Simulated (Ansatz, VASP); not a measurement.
C: VASP beside Ansatz

```
CELL_PARAMETERS angstrom
2.46400 0.00000 0.00000
-1.23200 2.13389 0.00000
0.00000 0.00000 6.71100
ATOMIC_POSITIONS crystal
C 0.00000 0.00000 0.25000
C 0.00000 0.00000 0.75000
C 0.33333 0.66667 0.25000
C 0.66667 0.33333 0.75000
```

Alike in both runs: task relaxation of cell and atoms; functional PBEsol; k mesh 20 × 20 × 6; occupations gaussian, width 0.05 eV; no spin polarisation.

```csv
,VASP,Ansatz
version,VASP 6.6.1,Ansatz 0.2.0
potentials or method,"VASP PAW PBE potentials, release 64 (C), cutoff 600 eV","scalar-relativistic, plane waves, PAW"
valence electrons in the cell,16,16
```

```csv
,VASP,Ansatz,Ansatz less VASP
"gap on the k mesh at the Fermi level, each at its own relaxed structure (eV)",0.64,0.65,+0.009
relaxed volume (Å³/atom),9.32,9.41,+0.095
relaxed cell length with the largest relative difference (Å),7.112,7.191,+0.0789
```

VASP's potentials were made for PBE, not for PBEsol.
